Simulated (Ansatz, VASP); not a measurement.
## Two plane-wave programs on SnSe

The input INCAR:

```
SYSTEM = SnSe
ALGO = Normal
EDIFF = 1E-6
ENCUT = 500
GGA = CA
GGA_COMPAT = .False.
ISIF = 2
ISMEAR = 0
LASPH = .True.
LCHARG = .True.
LELF = .True.
LREAL = .False.
LVHAR = .True.
LWAVE = .False.
NBANDS = 17
NELM = 120
PREC = Accurate
SIGMA = 0.01
```

File KPOINTS:

```
k-points
0
Gamma
  4 4 4
  0 0 0
```

The input POSCAR:

```
SnSe
1.0
    0.0000000000      3.0100000000      3.0100000000
    3.0100000000      0.0000000000      3.0100000000
    3.0100000000      3.0100000000      0.0000000000
Sn Se
1 1
Direct
   -0.0113144308      0.0063115845     -0.0022649727
    0.5075639128      0.4869204874      0.5053451371
```

Input for Ansatz:

```yaml
crystal:
  lattice:
    - [0.0, 3.01, 3.01]
    - [3.01, 0.0, 3.01]
    - [3.01, 3.01, 0.0]
  atoms:
    - { symbol: Sn, position: [-0.011314430755951833, 0.006311584534900129, -0.002264972665412501] }
    - { symbol: Se, position: [0.5075639128147789, 0.4869204874256368, 0.5053451370558688] }
basis:
  ecutwfc: 462.593566181796
kpoints:
  mp_grid:
    grid: [4, 4, 4]
hamiltonian:
  xc: lda
  pseudopotentials:
    kind: paw
scf:
  occupations:
    method: fixed
output:
  forces: true
```

Alike in both runs: task single point; functional LDA; k mesh 4 × 4 × 4; no spin polarisation.

|  | VASP | Ansatz |
| --- | --- | --- |
| version | VASP 6.6.1 | Ansatz 0.2.0 |
| potentials or method | VASP PAW LDA potentials, release 64 (Sn_d, Se), cutoff 500 eV | plane waves, PAW |
| occupations | gaussian, width 0.01 eV | fixed |
| valence electrons in the cell | 20 | 30 |

```tsv
	VASP	Ansatz	Ansatz less VASP
rms of the force components (eV/Å)	0.027	0.030	+0.0027
```

LDA's correlation is that of Perdew and Zunger in VASP and of Perdew and Wang (1992) in Ansatz. Atom by atom the forces differ by 0.003 eV/Å (rms over components). VASP's potentials hold 20 valence electrons a cell and Ansatz's 30, so a difference there can come from the potentials and not from the codes.

The k mesh is coarse, so the values compare programs but aren't converged.
